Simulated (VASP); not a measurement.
# GaAs (P4_2/mnm) in VASP: notebook, part 2 of 2

VASP 6.6.1.

### 3 Single point, PBE

INCAR reads:

```
PREC = Accurate
ENCUT = 520
EDIFF = 1E-6
ISMEAR = 0
SIGMA = 0.1
LREAL = F
LASPH = T
NELM = 60
ALGO = Normal
ISIF = 2
LWAVE = F
LCHARG = T
GGA = PE
LELF = T
LVHAR = T
NBANDS = 46
```

KPOINTS reads:

```
Automatic mesh
0
Gamma
  4 4 4
```

POSCAR reads:

```
GaAs
1.0
    7.0247667000      0.0000000000      0.0000000000
    0.0000000000      7.0247667000      0.0000000000
    0.0000000000      0.0000000000      4.0614289000
Ga As
4 4
Direct
    0.6759940000      0.6759940000      0.0000000000
    0.8240060000      0.1759940000      0.5000000000
    0.3240060000      0.3240060000      0.0000000000
    0.1759940000      0.8240060000      0.5000000000
    0.8182200000      0.8182200000      0.5000000000
    0.6817800000      0.3182200000      0.0000000000
    0.1817800000      0.1817800000      0.5000000000
    0.3182200000      0.6817800000      0.0000000000
```

Potentials or basis: VASP PAW PBE potentials, release 64 (Ga_d, As).

On the command line:

```bash
cat potpaw_PBE.64/Ga_d/POTCAR potpaw_PBE.64/As/POTCAR > POTCAR
mpirun -np 1 vasp_std > vasp.out
```

OUTCAR:

```text
PREC = Accurate
   ENCUT = 520
   EDIFF = 1E-6
   ISMEAR = 0
   LREAL = F
   LASPH = T
   NELM = 60
   ISIF = 2
   GGA = PE

 ion  position               nearest neighbor table
   1  0.676  0.676  0.000-   5 2.47   5 2.47   8 2.51   6 2.51
   2  0.824  0.176  0.500-   6 2.47   6 2.47   7 2.51   5 2.51
   3  0.324  0.324  0.000-   7 2.47   7 2.47   8 2.51   6 2.51
   4  0.176  0.824  0.500-   8 2.47   8 2.47   5 2.51   7 2.51
   5  0.818  0.818  0.500-   1 2.47   1 2.47   4 2.51   2 2.51
   6  0.682  0.318  0.000-   2 2.47   2 2.47   3 2.51   1 2.51
   7  0.182  0.182  0.500-   3 2.47   3 2.47   4 2.51   2 2.51
   8  0.318  0.682  0.000-   4 2.47   4 2.47   1 2.51   3 2.51

  LATTYP: Found a simple tetragonal cell.
 ALAT       =     7.0247667000
 C/A-ratio  =     0.5781585458

  Lattice vectors:

 A1 = (   7.0247667000,   0.0000000000,   0.0000000000)
 A2 = (   0.0000000000,   7.0247667000,   0.0000000000)
 A3 = (   0.0000000000,   0.0000000000,   4.0614289000)

Analysis of symmetry for initial positions (statically):
=====================================================================
 Subroutine PRICEL returns:
 Original cell was already a primitive cell.

 Routine SETGRP: Setting up the symmetry group for a
 simple tetragonal supercell.

 Subroutine GETGRP returns: Found 16 space group operations
 (whereof  8 operations were pure point group operations)
 out of a pool of 16 trial point group operations.

The static configuration has the point symmetry D_2h.
 The point group associated with its full space group is D_4h.

Analysis of symmetry for dynamics (positions and initial velocities):
=====================================================================
 Subroutine PRICEL returns:
 Original cell was already a primitive cell.

 Routine SETGRP: Setting up the symmetry group for a
 simple tetragonal supercell.

 Subroutine GETGRP returns: Found 16 space group operations
 (whereof  8 operations were pure point group operations)
 out of a pool of 16 trial point group operations.

The dynamic configuration has the point symmetry D_2h.
 The point group associated with its full space group is D_4h.

 Subroutine INISYM returns: Found 16 space group operations
 (whereof  8 operations are pure point group operations),
 and found     1 'primitive' translations

----------------------------------------------------------------------------------------

                                     Primitive cell

  volume of cell :     200.4207

  direct lattice vectors                    reciprocal lattice vectors
     7.024766700  0.000000000  0.000000000     0.142353482  0.000000000  0.000000000
     0.000000000  7.024766700  0.000000000     0.000000000  0.142353482  0.000000000
     0.000000000  0.000000000  4.061428900     0.000000000  0.000000000  0.246218763

  length of vectors
     7.024766700  7.024766700  4.061428900     0.142353482  0.142353482  0.246218763

  position of ions in fractional coordinates (direct lattice)
     0.675994000  0.675994000  0.000000000
     0.824006000  0.175994000  0.500000000
     0.324006000  0.324006000  0.000000000
     0.175994000  0.824006000  0.500000000
     0.818220000  0.818220000  0.500000000
     0.681780000  0.318220000  0.000000000
[... 45 lines left out ...]
  0.250000  0.250000  0.000000      4.000000
  0.500000  0.250000  0.000000      4.000000
  0.500000  0.500000  0.000000      1.000000
[... 10 lines left out ...]
  0.500000  0.250000  0.500000      4.000000
  0.500000  0.500000  0.500000      1.000000
   k-points           NKPTS =     18   k-points in BZ     NKDIM =     18   number of bands    NBANDS=     46
   number of dos      NEDOS =    301   number of ions     NIONS =      8
   total plane-waves  NPLWV =  87480
   dimension x,y,z NGX =    54 NGY =   54 NGZ =   30
   dimension x,y,z NGXF=   108 NGYF=  108 NGZF=   60
   ions per type =               4   4
   NGX,Y,Z   is equivalent  to a cutoff of  12.78, 12.78, 12.28 a.u.
   NGXF,Y,Z  is equivalent  to a cutoff of  25.56, 25.56, 24.56 a.u.
 SYSTEM =  unknown system
   PREC   = accura    normal or accurate (medium, high low for compatibility)
   ISTART =      0    job   : 0-new  1-cont  2-samecut
   ICHARG =      2    charge: 1-file 2-atom 10-const
   ISPIN  =      1    spin polarized calculation?
   LNONCOLLINEAR =      F non collinear calculations
   LSORBIT =      F    spin-orbit coupling
   LASPH  =      T    aspherical Exc in radial PAW
   ENCUT  =  520.0 eV  38.22 Ry    6.18 a.u.  13.06 13.06  7.55*2*pi/ulx,y,z
   NELM   =     60;   NELMIN=  2; NELMDL= -5     # of ELM steps
   EDIFF  = 0.1E-05   stopping-criterion for ELM
   LREAL  =      F    real-space projection
   EDIFFG = 0.1E-04   stopping-criterion for IOM
   NSW    =      0    number of steps for IOM
   IBRION =     -1    ionic relax: 0-MD 1-quasi-New 2-CG
   NFREE  =      0    steps in history (QN), initial steepest desc. (CG)
   ISIF   =      2    stress and relaxation
   ISYM   =      2    0-nonsym 1-usesym 2-fastsym
   POTIM  = 0.5000    time-step for ionic-motion
   TEBEG  =    0.0;   TEEND  =   0.0 temperature during run
   PSTRESS=    0.0 pullay stress
   NELECT =      72.0000    total number of electrons
   NUPDOWN=      -1.0000    fix difference up-down
   EMIN   =  10.00;   EMAX   =-10.00  energy-range for DOS
   EFERMI =   0.00;   METHOD = LEGACY
   ISMEAR =     0;   SIGMA  =   0.10  broadening in eV -4-tet -1-fermi 0-gaus
   EFERMI_NEDOS =   21; number of points for ismear=-14 and -15
   IALGO  =     38    algorithm
   IMIX   =      4    mixing-type and parameters
     AMIX     =   0.40;   BMIX     =  1.00
     AMIX_MAG =   1.60;   BMIX_MAG =  1.00
  volume/ion in A,a.u.               =      25.05       169.06
  Fermi-wavevector in a.u.,A,eV,Ry     =   1.163781  2.199228 18.427558  1.354387
  Thomas-Fermi vector in A             =   2.300327
   LORBIT       =      0    0 simple, 1 ext, 2 COOP (PROOUT), +10 PAW based schemes
   GGA     = PE    functional components
   LHFCALC =     F    Hartree Fock is set to
   AEXX    =    0.0000 exact exchange contribution
   IVDW    =     0    specifies the selected vdW correction
   LEPSILON=     F    determine dielectric tensor
   LRPA    =     F    only Hartree local field effects (RPA)
 non-spin polarized calculation
 Gauss-broadening in eV      SIGMA  =   0.10
  energy-cutoff  :      520.00
  volume of cell :      200.42
 maximum number of plane-waves:      5452
 NGX is ok and might be reduce to    54
   NGX = 27   NGY = 27   NGZ = 15

 number of electron      72.0000004 magnetization

 Free energy of the ion-electron system (eV)
  ---------------------------------------------------
  ext. energy  EPLUGINS =         0.00000000
  ---------------------------------------------------
  free energy    TOTEN  =       -32.41933767 eV

  energy without entropy =      -32.41854300  energy(sigma->0) =      -32.41894033

 E-fermi :   3.1696     XC(G=0):  -9.0359

 val. band max:        3.0501050549   @ k =   0.0000   0.0000   0.0000
 cond. band min:       3.2635877947   @ k =   0.0000   0.0000   0.0000
 fundamental gap:      0.2134827398
 Fermi energy:         3.1696332255

 k-point     1 :       0.0000    0.0000    0.0000
  band No.  band energies     occupation
      1     -11.7520      2.00000
      2     -11.7520      2.00000
      3     -11.7500      2.00000
      4     -11.6868      2.00000
      5     -11.6767      2.00000
      6     -11.6726      2.00000
[... 871 lines left out ...]
     45       9.8096      0.00000
     46       9.8287      0.00000

------------------------ aborting loop because EDIFF is reached ----------------------------------------

  FORCE on cell =-STRESS in cart. coord.  units (eV):
  Direction    XX          YY          ZZ          XY          YZ          ZX
  --------------------------------------------------------------------------------------
  -------------------------------------------------------------------------------------
  Total       -0.0119915     -0.0119915      0.8642002     -0.0000000      0.0000000      0.0000000
  in kB       -0.0958607     -0.0958607      6.9084760     -0.0000000      0.0000000      0.0000000
  external PRESSURE =       2.2389182 kB  Pullay stress =       0.0000000 kB

 VOLUME and BASIS-vectors are now :
 -----------------------------------------------------------------------------
  energy-cutoff  :      520.00
  volume of cell :      200.42
      direct lattice vectors                 reciprocal lattice vectors
     7.024766700  0.000000000  0.000000000     0.142353482  0.000000000  0.000000000
     0.000000000  7.024766700  0.000000000     0.000000000  0.142353482  0.000000000
     0.000000000  0.000000000  4.061428900     0.000000000  0.000000000  0.246218763

 POSITION                                       TOTAL-FORCE (eV/Angst)
 -----------------------------------------------------------------------------------
      4.74870      4.74870      0.00000         0.004410      0.004410     -0.000000
      5.78845      1.23632      2.03071        -0.004410      0.004410     -0.000000
      2.27607      2.27607      0.00000        -0.004410     -0.004410      0.000000
      1.23632      5.78845      2.03071         0.004410     -0.004410     -0.000000
      5.74780      5.74780      2.03071        -0.003705     -0.003705     -0.000000
      4.78935      2.23542      0.00000         0.003705     -0.003705     -0.000000
      1.27696      1.27696      2.03071         0.003705      0.003705     -0.000000
      2.23542      4.78935      0.00000        -0.003705      0.003705     -0.000000
 -----------------------------------------------------------------------------------
    total drift:                                0.000000      0.000000     -0.000000

  FREE ENERGIE OF THE ION-ELECTRON SYSTEM (eV)
  ---------------------------------------------------
  free  energy   TOTEN  =       -32.4193376663 eV

  energy  without entropy=      -32.4185429958  energy(sigma->0) =      -32.41894033
```

Wall time 2.3 min (1 thread of AMD EPYC 7R13 (Zen 3), shared host); peak memory 0.32 GiB.

What came out:

```yaml
Free_energy: -32.4193 eV
Pressure: 0.2 GPa
Largest_force: 0.006 eV/Å
Band_gap_on_the_k_mesh: 0.21 eV
```

Forces in eV/Å, atoms in the order of the input:
```
Ga   0.004  0.004  0.000
Ga  -0.004  0.004  0.000
Ga  -0.004 -0.004  0.000
Ga   0.004 -0.004  0.000
As  -0.004 -0.004  0.000
As   0.004 -0.004  0.000
As   0.004  0.004  0.000
As  -0.004  0.004  0.000
```

Levels at points of the mesh, in eV from the valence-band top:
```
           k point  band 33  band 34  band 35  band 36  band 37  band 38  band 39  band 40
(0.00, 0.00, 0.00)    -0.27    -0.10     0.00     0.00     0.21     1.13     1.42     1.42
(0.50, 0.00, 0.00)    -1.04    -1.04    -0.64    -0.64     1.74     1.74     1.85     1.85
(0.50, 0.50, 0.00)    -1.39    -1.39    -1.17    -1.17     1.67     1.67     2.30     2.30
(0.00, 0.00, 0.50)    -2.03    -2.03    -2.02    -2.02     2.37     2.37     3.67     3.67
(0.50, 0.00, 0.50)    -1.84    -1.84    -1.12    -1.12     1.75     1.75     2.48     2.48
(0.50, 0.50, 0.50)    -1.59    -1.59    -1.52    -1.52     0.66     0.66     2.10     2.10
```

A k mesh can miss the band edges.
